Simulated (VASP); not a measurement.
Ga2Si3Au: single point with PBE

The system is Ga2Si3Au.

```xyz
24
Lattice="7.3073 -0.0440 -0.0834 -0.0440 7.3836 -0.0559 -0.0834 -0.0559 7.7526" Properties=species:S:1:pos:R:3 pbc="T T T"
Si    1.7315    4.4714    5.9060
Si    4.1579    2.8725    3.7705
Si    7.0108    0.2925    0.5784
Si    1.6894    3.7661    3.3204
Si    0.9431    7.1178    3.7364
Si    5.6899    0.0547    6.1582
Si    1.0859    1.8693    4.9769
Si    5.8873    5.3273    0.9591
Si    6.0774    2.5745    5.3979
Si    0.5746    2.2989    7.1508
Si    3.6436    5.1418    1.7987
Si    6.1817    4.7208    6.3762
Ga    3.9429    4.5014    6.7041
Ga    3.2622    2.4670    1.2784
Ga    1.8126    6.6012    1.3280
Ga    0.8654    6.6617    6.3443
Ga    6.5337    4.4733    3.4499
Ga    4.0316    5.7057    4.1258
Ga    3.5753    0.6525    4.1763
Ga    6.2458    1.0584    3.0619
Au    5.5725    2.1791    0.9257
Au    4.0835    7.2719    0.3077
Au    0.8227    3.9323    0.9588
Au    3.0876    1.8116    6.3530
```

```
Program             : VASP 6.6.1
Task                : single point
Functional          : PBE
Potentials or basis : VASP PAW PBE potentials, release 64 (Si, Ga_d, Au)
Cutoff              : 400 eV
k mesh              : 1 × 1 × 1, shifted
Occupations         : fermi-dirac, width 0.1456 eV
Spin                : no spin polarisation
```

| Quantity | Value |
| --- | --- |
| Pressure | 6.7 GPa |
| Largest force | 2.421 eV/Å |

Forces on the atoms (eV/Å):
```
Si  -0.693 -0.577 -0.525
Si   0.101  1.385 -0.045
Si   0.537 -1.148 -0.306
Si   0.463 -0.143  1.340
Si   0.354 -0.479  0.287
Si  -0.215 -0.013 -0.754
Si   0.097  0.470 -2.373
Si   0.928  0.568  0.122
Si  -0.330 -1.038 -0.342
Si  -0.122 -1.268  0.376
Si   0.827 -0.630 -0.550
Si   1.045  0.902 -0.488
Ga  -0.899  0.066  0.354
Ga  -2.234  0.136  0.293
Ga  -0.990  0.236  0.090
Ga  -0.154  0.511 -0.486
Ga  -0.281  0.562 -0.026
Ga   0.482 -1.184  0.667
Ga  -0.379 -0.758 -0.474
Ga  -0.169 -0.450  1.055
Au   1.487  1.362 -0.267
Au  -0.687 -0.512 -0.275
Au   0.247  1.522  1.547
Au   0.585  0.481  0.781
```

Stress tensor (GPa, compression positive):
```
9.44 2.21 3.75
2.21 5.32 4.25
3.75 4.25 5.28
```

Levels at points of the mesh, in eV from the Fermi level:
| k point | band 95 | band 96 | band 97 | band 98 | band 99 | band 100 | band 101 | band 102 |
| --- | --- | --- | --- | --- | --- | --- | --- | --- |
| (0.25, 0.25, 0.25) | -0.74 | -0.62 | -0.35 | -0.14 | 0.12 | 0.42 | 0.63 | 0.69 |

Wall time 2.6 min on 1 thread of Intel(R) Xeon(R) Platinum 8259CL CPU @ 2.50GHz (Skylake/Cascade Lake), on a shared host, peak memory 0.35 GiB.

Caveat: the atoms stand as in a frame of molecular dynamics; spin-orbit coupling is left out, which moves the levels of the heavy elements.
